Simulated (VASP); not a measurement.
Wanted: the native input for a VASP 6.6.1 run.

```yaml
Task: single point
Functional: PBE
Potentials_or_basis: VASP PAW PBE potentials, release 64 (Zn, Bi_d)
Cutoff: 520 eV
k_mesh: 6 × 6 × 6
Occupations: gaussian, width 0.1 eV
Spin: no spin polarisation
Dipole_correction: no
Further_INCAR_settings: ALGO = Normal; EDIFF = 1e-06; NBANDS = 52
```

The structure of Zn6Bi lies in POSCAR:

```
Zn6Bi
1.0
    5.9702179491      0.0000000000      0.0000000000
    0.0000000000      5.9702179491      0.0000000000
    0.0000000000      0.0000000000      5.9702179491
Zn Bi
6 1
Direct
    0.1942218855      0.5000000000      0.5000000000
    0.5000000000      0.1942218855      0.5000000000
    0.8057781145      0.5000000000      0.5000000000
    0.5000000000      0.8057781145      0.5000000000
    0.5000000000      0.5000000000      0.1942218855
    0.5000000000      0.5000000000      0.8057781145
    0.0000000000      0.0000000000      0.0000000000
```

The cell was built from a structure type or drawn by symmetry, and may not be a known phase.

These files were run (other wordings do the same):

INCAR

```
SYSTEM = Zn6Bi
  ALGO = Normal
  EDIFF = 1E-6
  ENCUT = 520
  GGA = PE
  ISIF = 2
  ISMEAR = 0
  LASPH = .TRUE.
  LCHARG = .FALSE.
  LREAL = .FALSE.
  LWAVE = .FALSE.
  NBANDS = 52
  NELM = 100
  PREC = Accurate
  SIGMA = 0.1
```

KPOINTS

```
k-points
0
G
  6 6 6
  0 0 0
```

Potentials or basis: VASP PAW PBE potentials, release 64 (Zn, Bi_d).

Run with:

```console
$ cat potpaw_PBE.64/Zn/POTCAR potpaw_PBE.64/Bi_d/POTCAR > POTCAR
$ mpirun -np 1 vasp_std > vasp.out
```

It gave:

```yaml
Pressure: 0.1 GPa
Largest_force: 0.005 eV/Å
Band_gap_on_the_k_mesh: zero (an odd number of electrons rules out a gap without spin polarisation)
```

Caveat: spin-orbit coupling is left out, which moves the levels of the heavy elements.

It took 110 s on 1 thread of Intel(R) Xeon(R) 6975P-C (Granite Rapids), with other jobs on the host, peak memory 0.43 GiB.
